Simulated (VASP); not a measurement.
Write the native input for VASP 6.6.1 that does the following.

```yaml
Task: single point
Functional: PBE
Potentials_or_basis: VASP PAW PBE potentials, release 64 (Nb_sv, As)
Cutoff: 520 eV
k_mesh: 9 × 9 × 9
Occupations: gaussian, width 0.05 eV
Spin: no spin polarisation
Dipole_correction: no
Further_INCAR_settings: ALGO = Normal; EDIFF = 1e-06; NBANDS = 26
```

The structure of NbAs lies in POSCAR:

```
NbAs
1.0
   -1.7258500000      1.7258500000      5.8400000000
    1.7258500000     -1.7258500000      5.8400000000
    1.7258500000      1.7258500000     -5.8400000000
Nb As
2 2
Direct
    0.7488754958      0.7488754958      0.0000000000
    0.4988754958     -0.0011245042      0.5000000000
    0.1671245042      0.1671245042      0.0000000000
    0.9171245042      0.4171245042      0.5000000000
```

The input as run:

INCAR

```
SYSTEM = NbAs
PREC = Accurate ; ENCUT = 520
EDIFF = 1E-6 ; ISMEAR = 0
SIGMA = 0.05 ; LREAL = .FALSE.
LASPH = .TRUE. ; NELM = 80
ALGO = Normal ; ISIF = 2
LWAVE = .FALSE. ; LCHARG = .FALSE.
GGA = PE ; NBANDS = 26
```

KPOINTS

```
regular mesh
0
G
  9 9 9
  0 0 0
```

Potentials or basis: VASP PAW PBE potentials, release 64 (Nb_sv, As).

The run is started by

```sh
$ cat potpaw_PBE.64/Nb_sv/POTCAR potpaw_PBE.64/As/POTCAR > POTCAR
$ mpirun -np 1 vasp_std > vasp.out
```

It gave:

```json
{
 "Pressure": "3.2 GPa"
}
```

Wall time 2.2 min on 1 thread of Intel(R) Xeon(R) Platinum 8559C (Emerald Rapids), with other jobs on the host, peak memory 0.39 GiB.
